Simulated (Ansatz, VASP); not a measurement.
# TaN: VASP beside Ansatz

```
CELL_PARAMETERS angstrom
2.93800 0.02938 0.02938
-1.44356 2.52969 0.01075
0.02883 0.02883 2.88300
ATOMIC_POSITIONS crystal
Ta 0.33333 0.66667 0.50000
N 0.00000 0.00000 0.00000
```

Change from the starting cell: equal xy, yz and zx shear strains of +2 %.

Alike in both runs: task single point; functional LDA; k mesh 12 × 12 × 10; occupations fermi-dirac, width 0.02 eV; no spin polarisation.

|  | VASP | Ansatz |
| --- | --- | --- |
| version | VASP 6.6.1 | Ansatz 0.2.0 |
| potentials or method | VASP PAW LDA potentials, release 64 (Ta_pv, N), cutoff 520 eV | all-electron LAPW, scalar-relativistic |

```tsv
	VASP	Ansatz	Ansatz less VASP
pressure (GPa)	-9.4	-11.1	-1.72
traceless stress, the component that is largest in VASP (GPa)	-4.66	-4.58	+0.087
rms of the force components (eV/Å)	0.012	0.012	-0.0009
```

LDA's correlation is that of Perdew and Zunger in VASP and of Perdew and Wang (1992) in Ansatz. Atom by atom the forces differ by 0.003 eV/Å (rms over components). Ansatz ran all-electron here, and VASP with PAW potentials.

Neither program's run includes spin-orbit coupling.
